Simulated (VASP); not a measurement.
Input of a VASP 6.6.1 run:

Contents of INCAR:

```
SYSTEM = Sn3SbN
PREC = Accurate
ENCUT = 520
EDIFF = 1E-7
ISMEAR = 0
SIGMA = 0.05
LREAL = .FALSE.
LASPH = .TRUE.
NELM = 60
ALGO = Normal
ISIF = 2
LWAVE = .FALSE.
LCHARG = .FALSE.
GGA = PE
NBANDS = 34
```

KPOINTS

```
regular mesh
0
G
  4 4 4
  0 0 0
```

The input POSCAR:

```
Sn3SbN
1.0
    5.0000000000      0.0000000000      0.0000000000
    0.0000000000      5.0000000000      0.0000000000
    0.0000000000      0.0000000000      5.0000000000
Sb N Sn
1 1 3
Direct
    0.0000000000      0.0000000000      0.0000000000
    0.5000000000      0.5000000000      0.5000000000
    0.5000000000      0.5000000000      0.0000000000
    0.5000000000      0.0000000000      0.5000000000
    0.0000000000      0.5000000000      0.5000000000
```

Potentials or basis: VASP PAW PBE potentials, release 64 (Sb, N, Sn_d).

Command:

```bash
$ cat potpaw_PBE.64/Sb/POTCAR potpaw_PBE.64/N/POTCAR potpaw_PBE.64/Sn_d/POTCAR > POTCAR
$ mpirun -np 1 vasp_std > vasp.out
```

Problem. What does it give for the band gap on the k mesh?

Solution. Zero (bands 26 and 27 overlap by 0.03 eV).

Problem. Estimate the pressure.

Solution. -4.2 GPa.

Caveat: the cell stands under tension; spin-orbit coupling is left out, which moves the levels of the heavy elements.
